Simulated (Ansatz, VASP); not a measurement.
## One calculation of Hf, two programs

```
Hf
1.0
     3.20510    0.00000    0.00000
    -1.60255    2.77570    0.00000
     0.00000    0.00000    5.06764
Hf
2
Direct
  0.33333 0.66667 0.25000
  0.66667 0.33333 0.75000
```

Alike in both runs: functional PBE; k mesh 16 × 16 × 10; occupations gaussian, width 0.1 eV; no spin polarisation.

Ansatz relaxed the structure, and its values are those at the end. VASP's run is a single point on that final structure, the one shown.

|  | VASP | Ansatz |
| --- | --- | --- |
| version | VASP 6.6.1 | Ansatz 0.2.0 |
| potentials or method | VASP PAW PBE potentials, release 64 (Hf_pv), cutoff 520 eV | scalar-relativistic, plane waves, PAW |
| valence electrons in the cell | 20 | 52 |

```tsv
	VASP	Ansatz	Ansatz less VASP
gap on the k mesh at the Fermi level (eV)	none	none	-
pressure (GPa)	-0.4	0.0	+0.39
```

A gap of «none» marks a metal or a gap that the smearing closes. VASP's potentials hold 20 valence electrons a cell and Ansatz's 52, so a difference there can come from the potentials and not from the codes.

Neither program's run includes spin-orbit coupling.
